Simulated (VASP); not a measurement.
# TaHg2Ge2 (I4/mmm) in VASP: single point with PBE

Aim: the single point of TaHg2Ge2 with PBE.

Program: VASP 6.6.1. These are calculated values, not measurements. Logs are shortened: lines on timing, memory, paths and dates and some standing lists are left out, and cuts for length are marked.

### 1 The cell of the first run

The structure is tetragonal, space group I4/mmm (No. 139). The conventional cell has a = 4.460 Å, b = 4.460 Å, c = 11.374 Å, α = 90.00°, β = 90.00°, γ = 90.00°. Within 4.5 Å of Ta (site symmetry 4/mmm) lie 10 Ge at 3.39 to 4.45 Å and 8 Hg at 3.61 Å and 4 Ta at 4.46 Å. Ge (site symmetry 4mm) has 1 Ge at 2.48 Å and 4 Hg at 2.75 Å and 4 Ta at 3.39 Å within 3.4 Å. Hg (site symmetry -4m2) has 4 Ge at 2.75 Å and 4 Hg at 3.15 Å and 4 Ta at 3.61 Å within 3.7 Å.

### 2 Single point, PBE

File INCAR:

```
PREC = Accurate ; ENCUT = 520
EDIFF = 1E-6 ; ISMEAR = 1
SIGMA = 0.0147 ; LREAL = F
LASPH = T ; NELM = 80
ALGO = Normal ; ISIF = 2
LWAVE = F ; LCHARG = F
GGA = PE ; NBANDS = 40
```

File KPOINTS:

```
regular mesh
0
Gamma
  6 6 6
```

File POSCAR:

```
TaHg2Ge2
1.0
    0.0000000000      4.4597540000      0.0000000000
    4.4597540000      0.0000000000      0.0000000000
    2.2298770000      2.2298770000     -5.6871640000
Ta Ge Hg
1 2 2
Direct
    0.0000000000      0.0000000000      0.0000000000
    0.3910000000      0.3910000000      0.2180000000
    0.6090000000      0.6090000000      0.7820000000
    0.7500000000      0.2500000000      0.5000000000
    0.2500000000      0.7500000000      0.5000000000
```

Potentials or basis: VASP PAW PBE potentials, release 64 (Ta_pv, Ge_d, Hg).

On the command line:

```bash
cat potpaw_PBE.64/Ta_pv/POTCAR potpaw_PBE.64/Ge_d/POTCAR potpaw_PBE.64/Hg/POTCAR > POTCAR
mpirun -np 1 vasp_std > vasp.out
```

OUTCAR:

```text
PREC = Accurate
   ENCUT = 520
   EDIFF = 1E-6
   ISMEAR = 1
   LREAL = F
   LASPH = T
   NELM = 80
   ISIF = 2
   GGA = PE

 ion  position               nearest neighbor table
   1  0.000  0.000  0.000-   4 3.61   5 3.61   4 3.61   5 3.61   4 3.61   5 3.61   4 3.61   5 3.61

   2  0.391  0.391  0.218-   3 2.48   4 2.75   5 2.75   5 2.75   4 2.75
   3  0.609  0.609  0.782-   2 2.48   4 2.75   5 2.75   4 2.75   5 2.75
   4  0.750  0.250  0.500-   2 2.75   2 2.75   3 2.75   3 2.75   5 3.15   5 3.15   5 3.15   5 3.15
                             1 3.61   1 3.61   1 3.61   1 3.61
   5  0.250  0.750  0.500-   2 2.75   2 2.75   3 2.75   3 2.75   4 3.15   4 3.15   4 3.15   4 3.15
                             1 3.61   1 3.61   1 3.61   1 3.61

  LATTYP: Found a body centered tetragonal cell.
 ALAT       =     4.4597540000
 C/A-ratio  =     2.5504384323

  Lattice vectors:

 A1 = (  -2.2298770000,   2.2298770000,   5.6871640000)
 A2 = (   2.2298770000,  -2.2298770000,   5.6871640000)
 A3 = (   2.2298770000,   2.2298770000,  -5.6871640000)

Analysis of symmetry for initial positions (statically):
=====================================================================
 Subroutine PRICEL returns:
 Original cell was already a primitive cell.

 Routine SETGRP: Setting up the symmetry group for a
 body centered tetragonal supercell.

 Subroutine GETGRP returns: Found 16 space group operations
 (whereof 16 operations were pure point group operations)
 out of a pool of 16 trial point group operations.

The static configuration has the point symmetry D_4h.

Analysis of symmetry for dynamics (positions and initial velocities):
=====================================================================
 Subroutine PRICEL returns:
 Original cell was already a primitive cell.

 Routine SETGRP: Setting up the symmetry group for a
 body centered tetragonal supercell.

 Subroutine GETGRP returns: Found 16 space group operations
 (whereof 16 operations were pure point group operations)
 out of a pool of 16 trial point group operations.

The dynamic configuration has the point symmetry D_4h.

 Subroutine INISYM returns: Found 16 space group operations
 (whereof 16 operations are pure point group operations),
 and found     1 'primitive' translations

----------------------------------------------------------------------------------------

                                     Primitive cell

  volume of cell :     113.1143

  direct lattice vectors                    reciprocal lattice vectors
     0.000000000  4.459754000  0.000000000     0.000000000  0.224227614  0.087917282
     4.459754000  0.000000000  0.000000000     0.224227614  0.000000000  0.087917282
     2.229877000  2.229877000 -5.687164000     0.000000000  0.000000000 -0.175834564

  length of vectors
     4.459754000  4.459754000  6.502963727     0.240847403  0.240847403  0.175834564

  position of ions in fractional coordinates (direct lattice)
     0.000000000  0.000000000  0.000000000
     0.391000000  0.391000000  0.218000000
     0.609000000  0.609000000  0.782000000
     0.750000000  0.250000000  0.500000000
     0.250000000  0.750000000  0.500000000

  ion indices of the primitive-cell ions
   primitive index   ion index
                 1           1
                 2           2
                 3           3
                 4           4
                 5           5

----------------------------------------------------------------------------------------

 KPOINTS: regular mesh

Automatic generation of k-mesh.
 Grid dimensions read from file:
 generate k-points for:    6    6    6

 Generating k-lattice:

  Cartesian coordinates                     Fractional coordinates (reciprocal lattice)
     0.000000000  0.037371269  0.014652880     0.166666667  0.000000000  0.000000000
     0.037371269  0.000000000  0.014652880     0.000000000  0.166666667  0.000000000
     0.000000000  0.000000000 -0.029305761     0.000000000  0.000000000  0.166666667

  Length of vectors
     0.040141234  0.040141234  0.029305761

  Shift w.r.t. Gamma in fractional coordinates (k-lattice)
     0.000000000  0.000000000  0.000000000

 Subroutine IBZKPT returns following result:
 ===========================================

 Found     30 irreducible k-points:

 Following reciprocal coordinates:
            Coordinates               Weight
  0.000000  0.000000  0.000000      1.000000
  0.166667  0.000000  0.000000      8.000000
  0.333333  0.000000  0.000000      8.000000
  0.500000  0.000000  0.000000      4.000000
  0.166667  0.166667  0.000000      8.000000
  0.333333  0.166667  0.000000     16.000000
[... 16 lines left out ...]
 -0.333333 -0.333333  0.166667      4.000000
 -0.166667 -0.333333  0.166667     16.000000
 [... further k-points ...]
   k-points           NKPTS =     30   k-points in BZ     NKDIM =     30   number of bands    NBANDS=     40
   number of dos      NEDOS =    301   number of ions     NIONS =      5
   total plane-waves  NPLWV =  62208
   dimension x,y,z NGX =    36 NGY =   36 NGZ =   48
   dimension x,y,z NGXF=    72 NGYF=   72 NGZF=   96
   ions per type =               1   2   2
   NGX,Y,Z   is equivalent  to a cutoff of  13.42, 13.42, 12.27 a.u.
   NGXF,Y,Z  is equivalent  to a cutoff of  26.84, 26.84, 24.54 a.u.
 SYSTEM =  unknown system
   PREC   = accura    normal or accurate (medium, high low for compatibility)
   ISTART =      0    job   : 0-new  1-cont  2-samecut
   ICHARG =      2    charge: 1-file 2-atom 10-const
   ISPIN  =      1    spin polarized calculation?
   LNONCOLLINEAR =      F non collinear calculations
   LSORBIT =      F    spin-orbit coupling
   LASPH  =      T    aspherical Exc in radial PAW
   ENCUT  =  520.0 eV  38.22 Ry    6.18 a.u.   8.29  8.29 12.09*2*pi/ulx,y,z
   NELM   =     80;   NELMIN=  2; NELMDL= -5     # of ELM steps
   EDIFF  = 0.1E-05   stopping-criterion for ELM
   LREAL  =      F    real-space projection
[... 7 lines left out ...]
   TEBEG  =    0.0;   TEEND  =   0.0 temperature during run
   PSTRESS=    0.0 pullay stress
   NELECT =      63.0000    total number of electrons
   NUPDOWN=      -1.0000    fix difference up-down
   EMIN   =  10.00;   EMAX   =-10.00  energy-range for DOS
   EFERMI =   0.00;   METHOD = LEGACY
   ISMEAR =     1;   SIGMA  =   0.01  broadening in eV -4-tet -1-fermi 0-gaus
   EFERMI_NEDOS =   21; number of points for ismear=-14 and -15
   IALGO  =     38    algorithm
   IMIX   =      4    mixing-type and parameters
     AMIX     =   0.40;   BMIX     =  1.00
     AMIX_MAG =   1.60;   BMIX_MAG =  1.00
  volume/ion in A,a.u.               =      22.62       152.67
  Fermi-wavevector in a.u.,A,eV,Ry     =   1.346943  2.545353 24.684437  1.814255
  Thomas-Fermi vector in A             =   2.474734
   LORBIT       =      0    0 simple, 1 ext, 2 COOP (PROOUT), +10 PAW based schemes
   GGA     = PE    functional components
   LHFCALC =     F    Hartree Fock is set to
   AEXX    =    0.0000 exact exchange contribution
   IVDW    =     0    specifies the selected vdW correction
   LEPSILON=     F    determine dielectric tensor
   LRPA    =     F    only Hartree local field effects (RPA)
 non-spin polarized calculation
 Methfessel and Paxton  Order N= 1 SIGMA  =   0.01
  energy-cutoff  :      520.00
  volume of cell :      113.11
 maximum number of plane-waves:      3094
 NGX is ok and might be reduce to    36
   NGX = 17   NGY = 17   NGZ = 25

 number of electron      63.0000009 magnetization

 Free energy of the ion-electron system (eV)
  ---------------------------------------------------
  ext. energy  EPLUGINS =         0.00000000
  ---------------------------------------------------
  free energy    TOTEN  =       -15.95528470 eV

  energy without entropy =      -15.95526743  energy(sigma->0) =      -15.95527894

 E-fermi :   4.5291     XC(G=0): -10.8789

 val. band max:        4.5197197875   @ k =  -0.1667   0.5000   0.1667
 cond. band min:       4.5349739243   @ k =  -0.3333   0.0000   0.1667
 fundamental gap:      0.0152541367
 Fermi energy:         4.5290963931

 k-point     1 :       0.0000    0.0000    0.0000
  band No.  band energies     occupation
      1     -31.3416      2.00000
      2     -31.3416      2.00000
      3     -31.3107      2.00000
      4     -20.4547      2.00000
      5     -20.3762      2.00000
      6     -20.3762      2.00000
[... 32 lines left out ...]
     39       9.2488      0.00000
     40      10.0075      0.00000

 k-point     2 :       0.1667    0.0000    0.0000
  band No.  band energies     occupation
      1     -31.3428      2.00000
      2     -31.3415      2.00000
      3     -31.3107      2.00000
      4     -20.4546      2.00000
      5     -20.3766      2.00000
      6     -20.3763      2.00000
[... 32 lines left out ...]
     39       8.3939      0.00000
     40       9.4249      0.00000

 k-point     3 :       0.3333    0.0000    0.0000
  band No.  band energies     occupation
      1     -31.3450      2.00000
      2     -31.3414      2.00000
      3     -31.3105      2.00000
      4     -20.4543      2.00000
      5     -20.3772      2.00000
      6     -20.3765      2.00000
[... 32 lines left out ...]
     39       8.6358      0.00000
     40       9.2518      0.00000

 k-point     4 :       0.5000    0.0000    0.0000
  band No.  band energies     occupation
      1     -31.3462      2.00000
      2     -31.3413      2.00000
      3     -31.3104      2.00000
      4     -20.4541      2.00000
      5     -20.3776      2.00000
      6     -20.3766      2.00000
[... 32 lines left out ...]
     39       9.1128      0.00000
     40       9.4817      0.00000
[... 772 lines left out ...]
     39       8.4653      0.00000
     40       8.8470      0.00000

 k-point    23 :      -0.3333   -0.3333    0.1667
  band No.  band energies     occupation
      1     -31.3447      2.00000
      2     -31.3447      2.00000
      3     -31.3103      2.00000
      4     -20.4539      2.00000
      5     -20.3779      2.00000
      6     -20.3766      2.00000
[... 32 lines left out ...]
     39       8.7590      0.00000
     40       9.0225      0.00000

 k-point    24 :      -0.1667   -0.3333    0.1667
  band No.  band energies     occupation
      1     -31.3449      2.00000
      2     -31.3425      2.00000
      3     -31.3104      2.00000
      4     -20.4542      2.00000
      5     -20.3775      2.00000
      6     -20.3767      2.00000
[... 32 lines left out ...]
     39       7.9680      0.00000
     40       9.1520      0.00000

 [... further k-points ...]

------------------------ aborting loop because EDIFF is reached ----------------------------------------

  FORCE on cell =-STRESS in cart. coord.  units (eV):
  Direction    XX          YY          ZZ          XY          YZ          ZX
  --------------------------------------------------------------------------------------
  -------------------------------------------------------------------------------------
  Total       -2.0347924     -2.0347924      1.2051403      0.0000000     -0.0000000     -0.0000000
  in kB      -28.8212712    -28.8212712     17.0698859      0.0000000     -0.0000000     -0.0000000
  external PRESSURE =     -13.5242188 kB  Pullay stress =       0.0000000 kB

 VOLUME and BASIS-vectors are now :
 -----------------------------------------------------------------------------
  energy-cutoff  :      520.00
  volume of cell :      113.11
      direct lattice vectors                 reciprocal lattice vectors
     0.000000000  4.459754000  0.000000000     0.000000000  0.224227614  0.087917282
     4.459754000  0.000000000  0.000000000     0.224227614  0.000000000  0.087917282
     2.229877000  2.229877000 -5.687164000     0.000000000  0.000000000 -0.175834564

 POSITION                                       TOTAL-FORCE (eV/Angst)
 -----------------------------------------------------------------------------------
      0.00000      0.00000      0.00000        -0.000000      0.000000     -0.000000
      2.22988      2.22988     -1.23980         0.000000      0.000000      1.114395
      4.45975      4.45975     -4.44736        -0.000000     -0.000000     -1.114395
      2.22988      4.45975     -2.84358         0.000000     -0.000000     -0.000000
      4.45975      2.22988     -2.84358        -0.000000      0.000000     -0.000000
 -----------------------------------------------------------------------------------
    total drift:                                0.000000      0.000000     -0.000000

  FREE ENERGIE OF THE ION-ELECTRON SYSTEM (eV)
  ---------------------------------------------------
  free  energy   TOTEN  =       -15.9552847001 eV

  energy  without entropy=      -15.9552674267  energy(sigma->0) =      -15.95527894
```

It took 94 s on 1 thread of Intel Xeon Platinum 8375C at 2.90GHz (Ice Lake), shared host; peak memory 0.32 GiB.

What came out:

* Free energy: -15.9553 eV
* Pressure: -1.4 GPa
* Largest force: 1.114 eV/Å
* Band gap on the k mesh: zero (an odd number of electrons rules out a gap without spin polarisation)

Forces on the atoms (eV/Å):
```
Ta   0.000  0.000  0.000
Ge   0.000  0.000  1.114
Ge   0.000  0.000 -1.114
Hg   0.000  0.000  0.000
Hg   0.000  0.000  0.000
```

Levels at points of the mesh, in eV from the Fermi level:
```csv
k point,band 28,band 29,band 30,band 31,band 32,band 33,band 34,band 35,band 36,band 37
"(0.00, 0.00, 0.00)",-2.13,-1.30,-0.82,-0.61,-0.33,-0.33,0.07,0.66,1.58,1.58
"(0.50, 0.00, 0.00)",-2.04,-1.32,-0.89,-0.21,-0.03,0.42,0.69,0.84,1.18,2.34
"(0.50, 0.50, 0.00)",-3.90,-3.39,-2.49,-0.43,0.23,0.47,0.79,0.83,0.83,1.09
"(0.00, 0.00, 0.50)",-1.87,-1.80,-1.19,-0.78,-0.11,-0.11,0.04,0.84,0.88,2.84
```

Caveat: spin-orbit coupling is left out, which moves the levels of the heavy elements; forces of over 1 eV/Å act on the atoms, so gaps and moduli don't describe the material at rest.
